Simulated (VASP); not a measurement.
Here is a VASP 6.6.1 calculation.

Contents of POSCAR:

```
ScAl
1.0
    3.3690951253      0.0000000000      0.0000000000
    0.0000000000      3.3690951253      0.0000000000
    0.0000000000      0.0000000000      3.3690951253
Sc Al
1 1
Direct
    0.4688251254      0.5000000000      0.5000000000
    0.0519427305      0.0000000000      0.0000000000
```

Contents of INCAR.step1:

```
SYSTEM = ScAl
PREC     = Accurate       ! precision mode
ENCUT    = 520            ! plane-wave cutoff, eV
ISMEAR   = 0              ! smearing method
SIGMA    = 0.15           ! smearing width, eV
LREAL    = .FALSE.        ! projectors in reciprocal space
LASPH    = .TRUE.         ! aspherical terms in the spheres
NELM     = 80             ! most SCF steps
NBANDS   = 14             ! bands
GGA      = PE             ! functional
ALGO     = Normal         ! electronic algorithm
EDIFF    = 1E-4           ! SCF threshold, eV
LWAVE    = .TRUE.         ! write WAVECAR
LCHARG   = .FALSE.        ! write CHGCAR
```

The input INCAR.step2:

```
SYSTEM = ScAl
PREC     = Accurate       ! precision mode
ENCUT    = 520            ! plane-wave cutoff, eV
EDIFF    = 1E-6           ! SCF threshold, eV
ISMEAR   = 0              ! smearing method
SIGMA    = 0.15           ! smearing width, eV
LREAL    = .FALSE.        ! projectors in reciprocal space
LASPH    = .TRUE.         ! aspherical terms in the spheres
NELM     = 80             ! most SCF steps
ALGO     = Normal         ! electronic algorithm
ISIF     = 2              ! what is computed and relaxed
LWAVE    = .FALSE.        ! write WAVECAR
LCHARG   = .TRUE.         ! write CHGCAR
METAGGA  = R2SCAN         ! meta-GGA
LMIXTAU  = .TRUE.       
LELF     = .TRUE.         ! ELF
LVHAR    = .TRUE.       
NBANDS   = 14             ! bands
ISTART   = 1
```

Contents of KPOINTS:

```
regular mesh
0
G
  18 18 18
  0 0 0
```

Potentials or basis: VASP PAW PBE potentials, release 64 (Sc_sv, Al).

Command:

```bash
$ cat potpaw_PBE.64/Sc_sv/POTCAR potpaw_PBE.64/Al/POTCAR > POTCAR
$ cp INCAR.step1 INCAR
$ mpirun -np 1 vasp_std > vasp.out
$ cp INCAR.step2 INCAR
$ mpirun -np 1 vasp_std > vasp.out
```

Problem. Predict the band gap on the k mesh.

Solution. Zero (bands 7 and 8 overlap by 1.14 eV).

Problem. What does it give for the largest force?

Solution. 1.497 eV/Å.

Problem. Predict the pressure.

Solution. 2.4 GPa.

Stress tensor (GPa, compression positive):
```
1.41 0.00 0.00
0.00 2.89 0.00
0.00 0.00 2.89
```

Caveat: the cell differs from its parent crystal (atoms displaced along a vibrational mode); the PAW data sets were made with another functional, which shifts forces and pressure a little.
